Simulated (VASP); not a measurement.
Runs of VASP 6.6.1 on Al2InN3. The structure is that of space group Imm2 (No. 44), or close to it. The cells are those of the table. 

```tsv
cell	gap on the mesh (eV)	pressure (GPa)	largest force (eV/Å)
a = 5.651 Å, angles 146.7, 59.9, 131.8°, 6 atoms	1.64	(a)	0.04
a = 5.536 Å, angles 146.7, 59.9, 131.8°, 6 atoms	(b)	11.7	0.16
a = 5.707 Å, angles 146.7, 59.9, 131.8°, 6 atoms	1.49	-4.7	0.06
a = 5.762 Å, angles 146.7, 59.9, 131.8°, 6 atoms	1.34	-8.7	0.12
a = 5.594 Å, angles 146.7, 59.9, 131.8°, 6 atoms	(c)	5.4	0.08
```

Alike in all rows: task single point; level PBE; potentials or basis VASP PAW PBE potentials, release 64 (Al, N, In_d); no spin polarisation; k mesh 8 × 8 × 8; cutoff (eV) 520; smearing gaussian 0.01 eV.

Question: Fill in the values left out.

Answer: (a) -0.1; (b) 1.95; (c) 1.79.

Caveats: spin-orbit coupling is left out, which moves the levels of the heavy elements; the cell stands under pressure (at least some runs); the cell stands under tension (at least some runs).

A k mesh can miss the band edges, and the runs leave out spin-orbit coupling on In.
